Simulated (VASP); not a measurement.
Wanted: the native input for a VASP 6.6.1 run.

| Item | Value |
| --- | --- |
| Task | relaxation of cell and atoms |
| Functional | PBE |
| Potentials or basis | VASP PAW PBE potentials, release 64 (Rb_sv, Zn, Sb) |
| Cutoff | 600 eV |
| k mesh | 2 × 2 × 4 |
| Occupations | gaussian, width 0.1 eV |
| Spin | no spin polarisation |
| Dipole correction | no |
| Further INCAR settings | ALGO = Normal; EDIFF = 1e-07; IBRION = 2; EDIFFG = -0.04; NSW = 90; ISIF = 3 |

The structure of Rb4ZnSb2 lies in POSCAR:

```
Rb4ZnSb2
1.0
    7.5139037600      0.0000000000      0.0000000000
    0.0000000000      7.5139037600      0.0000000000
    0.0000000000      0.0000000000      4.3759950100
Rb Zn Sb
4 1 2
Direct
    0.2300000000      0.2300000000      0.0000000000
    0.7700000000      0.2300000000      0.0000000000
    0.7700000000      0.7700000000      0.0000000000
    0.2300000000      0.7700000000      0.0000000000
    0.0000000000      0.0000000000      0.0000000000
    0.0000000000      0.5000000000      0.5000000000
    0.5000000000      0.0000000000      0.5000000000
```

The cell was generated, and may not be a known phase.

One way to write it, as run:

INCAR

```
SYSTEM = Rb4ZnSb2
  PREC = Accurate
  ENCUT = 600
  EDIFF = 1E-7
  ISMEAR = 0
  SIGMA = 0.1
  LREAL = .False.
  LASPH = .True.
  NELM = 80
  ALGO = Normal
  ISIF = 3
  LWAVE = .False.
  LCHARG = .False.
  GGA = PE
  IBRION = 2
  NSW = 90
  EDIFFG = -0.04
```

KPOINTS

```
regular mesh
0
Gamma
  2 2 4
  0 0 0
```

Potentials or basis: VASP PAW PBE potentials, release 64 (Rb_sv, Zn, Sb).

Run with:

```console
$ cat potpaw_PBE.64/Rb_sv/POTCAR potpaw_PBE.64/Zn/POTCAR potpaw_PBE.64/Sb/POTCAR > POTCAR
$ mpirun -np 1 vasp_std > vasp.out
```

Results of the run:

```yaml
Relaxed_volume: 48.15 Å³/atom
Relaxed_cell: a = 9.224 Å, b = 9.224 Å, c = 3.962 Å, α = 90.00°, β = 90.00°, γ = 90.00°
Space_group_after_relaxing_to_0.1_Å: P4/mmm (No. 123)
Energy_gained_by_relaxing: 845.9 meV/atom
Ionic_steps: 14
Pressure_after_relaxing: -0.1 GPa
Largest_force_after_relaxing: 0.038 eV/Å
Band_gap_on_the_k_mesh: zero (bands 29 and 30 overlap by 0.85 eV)
```

Caveat: the k points lie up to 0.40 Å⁻¹ apart in the final cell, too coarse for converged energies and pressures of a metal; the volume moved by over 15 % at a fixed basis, so the end points are rough; spin-orbit coupling is left out, which moves the levels of the heavy elements.

Run time: 15 min on 1 thread of Intel(R) Xeon(R) Platinum 8488C (Sapphire Rapids) (shared host), peak memory 0.42 GiB.
